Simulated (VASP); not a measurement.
# NbRu3 (P4/mmm) in VASP: further runs, part 2 of 2

VASP 6.6.1. Earlier steps stand in the parts before.

## 3. Single point, LDA (equal xx and yy strain of -1 %)

The input, INCAR:

```
PREC     = Accurate       # precision mode
ENCUT    = 520            # plane-wave cutoff, eV
EDIFF    = 1E-7           # SCF threshold, eV
ISMEAR   = -1             # smearing method
SIGMA    = 0.05           # smearing width, eV
LREAL    = False          # projectors in reciprocal space
LASPH    = True           # aspherical terms in the spheres
NELM     = 80             # most SCF steps
ALGO     = Normal         # electronic algorithm
ISIF     = 2              # what is computed and relaxed
LWAVE    = False          # write WAVECAR
LCHARG   = False          # write CHGCAR
GGA      = CA             # functional
NBANDS   = 36             # bands
```

The input, KPOINTS:

```
Automatic mesh
0
Gamma
  9 9 9
```

The input, POSCAR:

```
NbRu3
1.0
    3.8412000000      0.0000000000      0.0000000000
    0.0000000000      3.8412000000      0.0000000000
    0.0000000000      0.0000000000      3.8800000000
Nb Ru
1 3
Direct
    0.0000000000      0.0000000000      0.0000000000
    0.0000000000      0.5000000000      0.5000000000
    0.5000000000      0.0000000000      0.5000000000
    0.5000000000      0.5000000000      0.0000000000
```

Potentials or basis: VASP PAW LDA potentials, release 64 (Nb_sv, Ru_pv).

On the command line:

```console
> cat potpaw_LDA.64/Nb_sv/POTCAR potpaw_LDA.64/Ru_pv/POTCAR > POTCAR
> mpirun -np 1 vasp_std > vasp.out
```

OUTCAR:

```text
PREC = Accurate
   ENCUT = 520
   EDIFF = 1E-7
   ISMEAR = -1
   LREAL = False
   LASPH = True
   NELM = 80
   ISIF = 2
   GGA = CA

 ion  position               nearest neighbor table
   1  0.000  0.000  0.000-   4 2.72   4 2.72   4 2.72   4 2.72   3 2.73   2 2.73   3 2.73   2 2.73
                             3 2.73   2 2.73   3 2.73   2 2.73
   2  0.000  0.500  0.500-   3 2.72   3 2.72   3 2.72   3 2.72   4 2.73   1 2.73   1 2.73   1 2.73
                             4 2.73   4 2.73   4 2.73   1 2.73
   3  0.500  0.000  0.500-   2 2.72   2 2.72   2 2.72   2 2.72   4 2.73   1 2.73   4 2.73   4 2.73
                             1 2.73   4 2.73   1 2.73   1 2.73
   4  0.500  0.500  0.000-   1 2.72   1 2.72   1 2.72   1 2.72   3 2.73   2 2.73   3 2.73   3 2.73
                             3 2.73   2 2.73   2 2.73   2 2.73

  LATTYP: Found a simple tetragonal cell.
 ALAT       =     3.8412000000
 C/A-ratio  =     1.0101010101

  Lattice vectors:

 A1 = (   3.8412000000,   0.0000000000,   0.0000000000)
 A2 = (   0.0000000000,   3.8412000000,   0.0000000000)
 A3 = (   0.0000000000,   0.0000000000,   3.8800000000)

Analysis of symmetry for initial positions (statically):
=====================================================================
 Subroutine PRICEL returns:
 Original cell was already a primitive cell.

 Routine SETGRP: Setting up the symmetry group for a
 simple tetragonal supercell.

 Subroutine GETGRP returns: Found 16 space group operations
 (whereof 16 operations were pure point group operations)
 out of a pool of 16 trial point group operations.

The static configuration has the point symmetry D_4h.

Analysis of symmetry for dynamics (positions and initial velocities):
=====================================================================
 Subroutine PRICEL returns:
 Original cell was already a primitive cell.

 Routine SETGRP: Setting up the symmetry group for a
 simple tetragonal supercell.
[... 126 lines left out ...]
   IALGO  =     38    algorithm
   IMIX   =      4    mixing-type and parameters
     AMIX     =   0.40;   BMIX     =  1.00
     AMIX_MAG =   1.60;   BMIX_MAG =  1.00
  volume/ion in A,a.u.               =      14.31        96.58
  Fermi-wavevector in a.u.,A,eV,Ry     =   1.615377  3.052620 35.503622  2.609443
  Thomas-Fermi vector in A             =   2.710134
   LORBIT       =      0    0 simple, 1 ext, 2 COOP (PROOUT), +10 PAW based schemes
   GGA     = CA    functional components
   LHFCALC =     F    Hartree Fock is set to
   AEXX    =    0.0000 exact exchange contribution
   IVDW    =     0    specifies the selected vdW correction
   LEPSILON=     F    determine dielectric tensor
   LRPA    =     F    only Hartree local field effects (RPA)
 non-spin polarized calculation
  energy-cutoff  :      520.00
  volume of cell :       57.25
 maximum number of plane-waves:      1560
 NGX is ok and might be reduce to    30
   NGX = 15   NGY = 15   NGZ = 15

 number of electron      55.0000023 magnetization

 Free energy of the ion-electron system (eV)
  ---------------------------------------------------
  ext. energy  EPLUGINS =         0.00000000
  ---------------------------------------------------
  free energy    TOTEN  =       -43.82299855 eV

  energy without entropy =      -43.77970218  energy(sigma->0) =      -43.80135037

 E-fermi :  12.3689     XC(G=0): -14.0287

 val. band max:       12.3657694206   @ k =   0.2222   0.1111   0.1111
 cond. band min:      12.3734511731   @ k =   0.4444   0.3333   0.4444
 fundamental gap:      0.0076817524
 Fermi energy:        12.3689368149

 k-point     1 :       0.0000    0.0000    0.0000
  band No.  band energies     occupation
      1     -42.0258      2.00000
      2     -30.1990      2.00000
      3     -30.1990      2.00000
      4     -30.1902      2.00000
      5     -29.7837      2.00000
      6     -29.7837      2.00000
[... 925 lines left out ...]
     35      16.4335      0.00000
     36      21.8692      0.00000

 [... further k-points ...]

------------------------ aborting loop because EDIFF is reached ----------------------------------------

  FORCE on cell =-STRESS in cart. coord.  units (eV):
  Direction    XX          YY          ZZ          XY          YZ          ZX
  --------------------------------------------------------------------------------------
  -------------------------------------------------------------------------------------
  Total       -1.7543306     -1.7543306     -2.3765115      0.0000000      0.0000000      0.0000000
  in kB      -49.0971695    -49.0971695    -66.5096933      0.0000000      0.0000000      0.0000000
  external PRESSURE =     -54.9013441 kB  Pullay stress =       0.0000000 kB

 VOLUME and BASIS-vectors are now :
 -----------------------------------------------------------------------------
  energy-cutoff  :      520.00
  volume of cell :       57.25
      direct lattice vectors                 reciprocal lattice vectors
     3.841200000  0.000000000  0.000000000     0.260335312  0.000000000  0.000000000
     0.000000000  3.841200000  0.000000000     0.000000000  0.260335312  0.000000000
     0.000000000  0.000000000  3.880000000     0.000000000  0.000000000  0.257731959

 POSITION                                       TOTAL-FORCE (eV/Angst)
 -----------------------------------------------------------------------------------
      0.00000      0.00000      0.00000         0.000000      0.000000      0.000000
      0.00000      1.92060      1.94000         0.000000      0.000000      0.000000
      1.92060      0.00000      1.94000         0.000000      0.000000      0.000000
      1.92060      1.92060      0.00000         0.000000      0.000000      0.000000
 -----------------------------------------------------------------------------------
    total drift:                                0.000000      0.000000     -0.000000

  FREE ENERGIE OF THE ION-ELECTRON SYSTEM (eV)
  ---------------------------------------------------
  free  energy   TOTEN  =       -43.8229985550 eV

  energy  without entropy=      -43.7797021817  energy(sigma->0) =      -43.80135037
```

OSZICAR:

```text
N       E                     dE             d eps       ncg     rms          rms(c)
DAV:   1     0.689573777639E+03    0.68957E+03   -0.32330E+04  5400   0.167E+03
DAV:   2    -0.177373842880E+02   -0.70731E+03   -0.69145E+03  5996   0.588E+02
DAV:   3    -0.448639928517E+02   -0.27127E+02   -0.25759E+02  8080   0.112E+02
DAV:   4    -0.463403062258E+02   -0.14763E+01   -0.14642E+01  8020   0.208E+01
DAV:   5    -0.463850422821E+02   -0.44736E-01   -0.44691E-01  7816   0.359E+00    0.221E+01
DAV:   6    -0.441477590513E+02    0.22373E+01   -0.65338E+00  6092   0.179E+01    0.581E+00
DAV:   7    -0.440881406254E+02    0.59618E-01   -0.27540E+00 10040   0.103E+01    0.492E+00
DAV:   8    -0.438341327605E+02    0.25401E+00   -0.10151E+00  7404   0.705E+00    0.168E+00
DAV:   9    -0.438278041010E+02    0.63287E-02   -0.10383E-01  6200   0.260E+00    0.123E+00
DAV:  10    -0.438234631055E+02    0.43410E-02   -0.27538E-02  6184   0.151E+00    0.162E-01
DAV:  11    -0.438229683988E+02    0.49471E-03   -0.28387E-03  8876   0.384E-01    0.460E-02
DAV:  12    -0.438229901263E+02   -0.21727E-04   -0.12870E-04  6228   0.628E-02    0.245E-02
DAV:  13    -0.438229984544E+02   -0.83281E-05   -0.24164E-05  9772   0.428E-02    0.130E-02
DAV:  14    -0.438229985474E+02   -0.92981E-07   -0.20438E-06  7164   0.813E-03    0.503E-03
DAV:  15    -0.438229985550E+02   -0.76352E-08   -0.32317E-07  5960   0.572E-03
   1 F= -.43822999E+02 E0= -.43801350E+02  d E =-.432964E-01
```

Run time: 98 s. Hardware: 1 thread of AMD EPYC 9R45 (Zen 5), shared host; peak memory 0.21 GiB.

What came out:

| Property | Result |
| --- | --- |
| Free energy | -43.8230 eV |
| Pressure | -5.5 GPa |
| Band gap on the k mesh | zero (an odd number of electrons rules out a gap without spin polarisation) |

Stress tensor (GPa, compression positive):
```
-4.91  0.00  0.00
 0.00 -4.91  0.00
 0.00  0.00 -6.65
```

Levels at points of the mesh, in eV from the Fermi level:
| k point | band 26 | band 27 | band 28 | band 29 | band 30 | band 31 |
| --- | --- | --- | --- | --- | --- | --- |
| (0.00, 0.00, 0.00) | 1.84 | 2.36 | 2.36 | 2.44 | 3.72 | 3.75 |

Caveat: the cell differs from its parent crystal (equal xx and yy strain of -1 %); the cell stands under tension.

## 4. Single point, LDA (equal xx and yy strain of +1 %)

The input, INCAR:

```
PREC     = Accurate       # precision mode
ENCUT    = 520            # plane-wave cutoff, eV
EDIFF    = 1E-6           # SCF threshold, eV
ISMEAR   = -1             # smearing method
SIGMA    = 0.05           # smearing width, eV
LREAL    = F              # projectors in reciprocal space
LASPH    = T              # aspherical terms in the spheres
NELM     = 100            # most SCF steps
ALGO     = Normal         # electronic algorithm
ISIF     = 2              # what is computed and relaxed
LWAVE    = F              # write WAVECAR
LCHARG   = T              # write CHGCAR
LELF     = T              # ELF
LVHAR    = T            
NBANDS   = 36             # bands
```

The input, KPOINTS:

```
regular mesh
0
Gamma
  9 9 9
```

Changes to POSCAR since step 3:

```diff
@@ -2,4 +2,4 @@
 1.0
-    3.8412000000      0.0000000000      0.0000000000
-    0.0000000000      3.8412000000      0.0000000000
+    3.9188000000      0.0000000000      0.0000000000
+    0.0000000000      3.9188000000      0.0000000000
     0.0000000000      0.0000000000      3.8800000000
```

Potentials or basis: VASP PAW LDA potentials, release 64 (Nb_sv, Ru_pv).

On the command line:

```console
> cat potpaw_LDA.64/Nb_sv/POTCAR potpaw_LDA.64/Ru_pv/POTCAR > POTCAR
> mpirun -np 1 vasp_std > vasp.out
```

OUTCAR:

```text
PREC = Accurate
   ENCUT = 520
   EDIFF = 1E-6
   ISMEAR = -1
   LREAL = F
   LASPH = T
   NELM = 100
   ISIF = 2

 ion  position               nearest neighbor table
   1  0.000  0.000  0.000-   2 2.76   3 2.76   2 2.76   3 2.76   2 2.76   2 2.76   3 2.76   3 2.76
                             4 2.77   4 2.77   4 2.77   4 2.77
   2  0.000  0.500  0.500-   1 2.76   4 2.76   1 2.76   4 2.76   1 2.76   1 2.76   4 2.76   4 2.76
                             3 2.77   3 2.77   3 2.77   3 2.77
   3  0.500  0.000  0.500-   1 2.76   4 2.76   1 2.76   4 2.76   4 2.76   4 2.76   1 2.76   1 2.76
                             2 2.77   2 2.77   2 2.77   2 2.77
[... 1141 lines left out ...]
  -------------------------------------------------------------------------------------
  Total       -6.0998372     -6.0998372     -5.5652453      0.0000000      0.0000000      0.0000000
  in kB     -164.0177691   -164.0177691   -149.6431944      0.0000000      0.0000000      0.0000000
  external PRESSURE =    -159.2262442 kB  Pullay stress =       0.0000000 kB

 VOLUME and BASIS-vectors are now :
 -----------------------------------------------------------------------------
  energy-cutoff  :      520.00
  volume of cell :       59.59
      direct lattice vectors                 reciprocal lattice vectors
     3.918800000  0.000000000  0.000000000     0.255180157  0.000000000  0.000000000
     0.000000000  3.918800000  0.000000000     0.000000000  0.255180157  0.000000000
     0.000000000  0.000000000  3.880000000     0.000000000  0.000000000  0.257731959

 POSITION                                       TOTAL-FORCE (eV/Angst)
 -----------------------------------------------------------------------------------
      0.00000      0.00000      0.00000         0.000000      0.000000      0.000000
      0.00000      1.95940      1.94000         0.000000      0.000000      0.000000
      1.95940      0.00000      1.94000         0.000000      0.000000      0.000000
      1.95940      1.95940      0.00000         0.000000      0.000000      0.000000
 -----------------------------------------------------------------------------------
    total drift:                                0.000000      0.000000     -0.000000

  FREE ENERGIE OF THE ION-ELECTRON SYSTEM (eV)
  ---------------------------------------------------
  free  energy   TOTEN  =       -43.6662689160 eV

  energy  without entropy=      -43.6210427732  energy(sigma->0) =      -43.64365584
```

stdout:

```text
POSCAR found type information on POSCAR NbRu
 POSCAR found :  2 types and       4 ions
 scaLAPACK will be used
 LDA part: xc-table for (Slater(with rela. corr.)+CA(PZ))
 , standard interpolation
 POSCAR, INCAR and KPOINTS ok, starting setup
 FFT: planning ... GRIDC
 FFT: planning ... GRID_SOFT
 FFT: planning ... GRID
 WAVECAR not read
 entering main loop
```

It took 95 s on 1 thread of AMD EPYC 9R45 (Zen 5), shared host; peak memory 0.21 GiB.

Results:

| Quantity | Value |
| --- | --- |
| Free energy | -43.6663 eV |
| Pressure | -15.9 GPa |
| Band gap on the k mesh | zero (an odd number of electrons rules out a gap without spin polarisation) |

Stress tensor (GPa, compression positive):
```
-16.40   0.00   0.00
  0.00 -16.40   0.00
  0.00   0.00 -14.96
```

Levels at points of the mesh, in eV from the Fermi level:
```tsv
k point	band 24	band 25	band 26	band 27	band 28	band 29	band 30	band 31	band 32	band 33
(0.00, 0.00, 0.00)	0.41	0.53	1.73	2.19	2.26	2.26	3.52	3.55	3.84	3.84
```

Caveat: the cell differs from its parent crystal (equal xx and yy strain of +1 %); the cell stands under tension.

## 5. Single point, LDA (equal xx and yy strain of +2 %)

The input, INCAR:

```
  ALGO = Normal
  EDIFF = 1E-6
  ENCUT = 520
  GGA = CA
  ISIF = 2
  ISMEAR = -1
  LASPH = T
  LCHARG = F
  LREAL = F
  LWAVE = F
  NBANDS = 36
  NELM = 100
  PREC = Accurate
  SIGMA = 0.05
```

The input, KPOINTS:

```
k-points
0
Gamma
  9 9 9
```

Changes to POSCAR since step 4:

```diff
@@ -2,4 +2,4 @@
 1.0
-    3.9188000000      0.0000000000      0.0000000000
-    0.0000000000      3.9188000000      0.0000000000
+    3.9576000000      0.0000000000      0.0000000000
+    0.0000000000      3.9576000000      0.0000000000
     0.0000000000      0.0000000000      3.8800000000
```

On the command line:

```console
> cat potpaw_LDA.64/Nb_sv/POTCAR potpaw_LDA.64/Ru_pv/POTCAR > POTCAR
> mpirun -np 1 vasp_std > vasp.out
```

It took 97 s on 1 thread of AMD EPYC 9R45 (Zen 5), shared host; peak memory 0.21 GiB.

It converged, with:

| Quantity | Value |
| --- | --- |
| Free energy | -43.5278 eV |
| Pressure | -20.3 GPa |
| Band gap on the k mesh | zero (an odd number of electrons rules out a gap without spin polarisation) |

Stress tensor (GPa, compression positive):
```
-21.22   0.00   0.00
  0.00 -21.22   0.00
  0.00   0.00 -18.47
```

Levels at points of the mesh, in eV from the Fermi level:
| k point | band 24 | band 25 | band 26 | band 27 | band 28 | band 29 | band 30 | band 31 | band 32 | band 33 |
| --- | --- | --- | --- | --- | --- | --- | --- | --- | --- | --- |
| (0.00, 0.00, 0.00) | 0.34 | 0.56 | 1.67 | 2.07 | 2.21 | 2.21 | 3.41 | 3.46 | 3.69 | 3.69 |

Caveat: the cell differs from its parent crystal (equal xx and yy strain of +2 %); the cell stands under tension.

## 6. The runs side by side

| cell | gap on the mesh (eV) | pressure (GPa) |
| --- | --- | --- |
| a = 3.802, b = 3.802, c = 3.880 Å, 4 atoms | none | 0.6 |
| a = 3.841, b = 3.841, c = 3.880 Å, 4 atoms | none | -5.5 |
| a = 3.919, b = 3.919, c = 3.880 Å, 4 atoms | none | -15.9 |
| a = 3.958, b = 3.958, c = 3.880 Å, 4 atoms | none | -20.3 |

Alike in all rows: task single point; level LDA; potentials or basis VASP PAW LDA potentials, release 64 (Nb_sv, Ru_pv); no spin polarisation; k mesh 9 × 9 × 9; cutoff (eV) 520; smearing fermi-dirac 0.05 eV.

Caveats: the cell stands under tension (at least some runs).

Absolute energies hang on the potentials; compare differences alone.
